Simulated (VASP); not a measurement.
Write the native input for VASP 6.6.1 that does the following.

```
Task                   : single point
Functional             : r2SCAN
Potentials or basis    : VASP PAW PBE potentials, release 64 (Si, C)
Cutoff                 : 660 eV
k mesh                 : 6 × 6 × 6
Occupations            : fermi-dirac, width 0.02 eV
Spin                   : no spin polarisation
Dipole correction      : no
Further INCAR settings : ALGO = Normal; EDIFF = 1e-06; NBANDS = 11
```

SiC:

```xyz
2
Lattice="2.6201 0.0000 0.0000 0.0000 2.6201 0.0000 0.0000 0.0000 2.6201" Properties=species:S:1:pos:R:3 pbc="T T T"
Si    0.0000    0.0000    0.0000
C     1.3101    1.3101    1.3101
```

The input as run:

POSCAR

```
SiC
1.0
    2.6201228651      0.0000000000      0.0000000000
    0.0000000000      2.6201228651      0.0000000000
    0.0000000000      0.0000000000      2.6201228651
Si C
1 1
Direct
    0.0000000000      0.0000000000      0.0000000000
    0.5000000000      0.5000000000      0.5000000000
```

INCAR.step1

```
PREC     = Accurate       # precision mode
ENCUT    = 660            # plane-wave cutoff, eV
ISMEAR   = -1             # smearing method
SIGMA    = 0.02           # smearing width, eV
LREAL    = False          # projectors in reciprocal space
LASPH    = True           # aspherical terms in the spheres
NELM     = 120            # most SCF steps
NBANDS   = 11             # bands
GGA      = PE             # functional
ALGO     = Normal         # electronic algorithm
EDIFF    = 1E-5           # SCF threshold, eV
LWAVE    = True           # write WAVECAR
LCHARG   = False          # write CHGCAR
GGA_COMPAT= False
```

INCAR.step2

```
PREC     = Accurate       # precision mode
ENCUT    = 660            # plane-wave cutoff, eV
EDIFF    = 1E-6           # SCF threshold, eV
ISMEAR   = -1             # smearing method
SIGMA    = 0.02           # smearing width, eV
LREAL    = False          # projectors in reciprocal space
LASPH    = True           # aspherical terms in the spheres
NELM     = 120            # most SCF steps
ALGO     = Normal         # electronic algorithm
ISIF     = 2              # what is computed and relaxed
LWAVE    = False          # write WAVECAR
LCHARG   = True           # write CHGCAR
METAGGA  = R2SCAN         # meta-GGA
LMIXTAU  = True         
LELF     = True           # ELF
LVHAR    = True         
NBANDS   = 11             # bands
ISTART   = 1            
GGA_COMPAT= False
```

KPOINTS

```
Automatic mesh
0
Gamma
  6 6 6
```

Potentials or basis: VASP PAW PBE potentials, release 64 (Si, C).

Run with:

```sh
$ cat potpaw_PBE.64/Si/POTCAR potpaw_PBE.64/C/POTCAR > POTCAR
$ cp INCAR.step1 INCAR
$ mpirun -np 1 vasp_std > vasp.out
$ cp INCAR.step2 INCAR
$ mpirun -np 1 vasp_std > vasp.out
```

Results of the run:

The pressure is -0.3 GPa. The band gap on the k mesh is zero (band 4 reaches 12.84 eV, above the bottom of band 5 at 8.89 eV).

Caveat: the k points lie up to 0.40 Å⁻¹ apart; the PAW data sets were made with another functional, which shifts forces and pressure a little.

Run time: 13 s on 1 thread of Intel Xeon 6975P-C, with other jobs on the host, peak memory 0.14 GiB.
